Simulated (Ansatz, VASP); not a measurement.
**Two plane-wave programs on VN**

The input INCAR:

```
ALGO = Normal
EDIFF = 1E-6
ENCUT = 600
GGA = PE
GGA_COMPAT = False
ISIF = 2
ISMEAR = 0
ISPIN = 2
LASPH = True
LCHARG = False
LMAXMIX = 4
LORBIT = 11
LREAL = False
LWAVE = False
MAGMOM = 0.3 0
NBANDS = 20
NELM = 200
PREC = Accurate
SIGMA = 0.1
```

Contents of KPOINTS:

```
k-points
0
Gamma
  6 6 6
```

The input POSCAR:

```
VN
1.0
    0.0000000000      2.0962819121      2.0962819121
    2.0962819121      0.0000000000      2.0962819121
    2.0962819121      2.0962819121      0.0000000000
V N
1 1
Direct
    0.0000000000      0.0000000000      0.0000000000
    0.5000000000      0.5000000000      0.5000000000
```

Input for Ansatz:

```yaml
crystal:
  lattice:
    - [0.0, 2.0962819121, 2.0962819121]
    - [2.0962819121, 0.0, 2.0962819121]
    - [2.0962819121, 2.0962819121, 0.0]
  atoms:
    - { symbol: V, position: [0.0, 0.0, 0.0], spin: 0.3 }
    - { symbol: "N", position: [0.5, 0.5, 0.5] }
basis:
  ecutwfc: 630
kpoints:
  mp_grid: { grid: [6, 6, 6] }
hamiltonian:
  xc: pbe
scf:
  occupations: { method: gaussian, width: 0.1 }
  lower_state_search: "off"
output:
  forces: true
  stress: true
  eigenvalues: true
  populations: true
magnetization:
  spin_polarized: true
```

Alike in both runs: task single point; functional PBE; k mesh 6 × 6 × 6; occupations gaussian, width 0.1 eV; collinear spin.

|  | VASP | Ansatz |
| --- | --- | --- |
| version | VASP 6.6.1 | Ansatz 0.2.0 |
| potentials or method | VASP PAW PBE potentials, release 64 (V_sv, N), cutoff 600 eV | scalar-relativistic, plane waves, PAW |
| valence electrons in the cell | 18 | 18 |

Ansatz gave:

- gap on the k mesh at the Fermi level (eV): none
- pressure (GPa): -14.1
- net moment per atom (μB): 0.21
- size of the moment on the site where the two differ most (μB): 0.35

Task: Estimate VASP's values.

Result: gap on the k mesh at the Fermi level (eV): none; pressure (GPa): -13.6; net moment per atom (μB): 0.21; size of the moment on the site where the two differ most (μB): 0.42.

Site moments also hang on the region over which each program counts them. A gap of «none» marks a metal or a gap that the smearing closes.

The k mesh is coarse, so the values compare programs but aren't converged.
